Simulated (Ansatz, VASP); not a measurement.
# Two plane-wave programs on P

```xyz
4
Lattice="3.2617 0.0000 0.0000 0.0000 34.6231 0.0000 0.0000 0.0000 4.6010" Properties=species:S:1:pos:R:3 pbc="T T T"
P     1.6308   33.5934    4.1770
P     1.6308    1.0296    0.4240
P     0.0000    1.0296    1.8765
P     0.0000   33.5934    2.7245
```

Alike in both runs: task single point; functional PBEsol; k mesh 8 × 1 × 6; occupations fermi-dirac, width 0.05 eV; no spin polarisation.

|  | VASP | Ansatz |
| --- | --- | --- |
| version | VASP 6.6.1 | Ansatz 0.2.0 |
| potentials or method | VASP PAW PBE potentials, release 64 (P) | Ansatz PAW |
| plane-wave cutoff (eV) | 520 | 420 |
| valence electrons in the cell | 20 | 20 |

|  | VASP | Ansatz | Ansatz less VASP |
| --- | --- | --- | --- |
| gap on the k mesh at the Fermi level (eV) | 0.89 | 0.87 | -0.014 |
| least direct gap on the mesh (eV) | 0.89 | 0.87 | -0.014 |
| rms of the force components (eV/Å) | 0.238 | 0.248 | +0.0104 |

VASP's potentials were made for PBE, not for PBEsol. Atom by atom the forces differ by 0.012 eV/Å (rms over components).
